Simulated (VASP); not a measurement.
## HfO2 (series): single point with PBE

Crystal: HfO2 (series).

```
Hf O
1.0
     0.00000    2.55750    2.55750
     2.55750    0.00000    2.55750
     2.55750    2.55750    0.00000
Hf O
1 2
Direct
  0.00000 0.00000 0.00000
  0.25000 0.25000 0.25000
  0.75000 0.75000 0.75000
```

* Program: VASP 6.6.1
* Task: single point
* Functional: PBE
* Potentials or basis: VASP PAW PBE potentials, release 64 (Hf_pv, O)
* Cutoff: 600 eV
* k mesh: 10 × 10 × 10
* Occupations: gaussian, width 0.02 eV
* Spin: no spin polarisation

The pressure is -6.2 GPa and the band gap on the k mesh is 3.73 eV, direct.

Levels at points of the mesh, in eV from the valence-band top:
```tsv
k point	band 7	band 8	band 9	band 10	band 11	band 12	band 13	band 14	band 15	band 16
(0.00, 0.00, 0.00)	-5.18	-5.18	-0.59	-0.59	-0.59	3.82	3.82	5.63	10.09	10.09
(0.50, 0.00, 0.00)	-4.17	-3.00	-2.67	-1.80	-1.80	4.51	4.51	6.74	8.98	9.10
(0.50, 0.50, 0.00)	-3.40	-3.40	-1.48	-1.48	0.00	3.73	5.36	6.40	7.93	7.93
```

Run time: 63 s on 1 thread of AMD EPYC 7R43 64-Core Processor (Zen 3), on a shared host, peak memory 0.15 GiB.

Caveat: spin-orbit coupling is left out, which moves the levels of the heavy elements. Expect the measured gap to be larger: semilocal functionals such as PBE lack the derivative discontinuity.
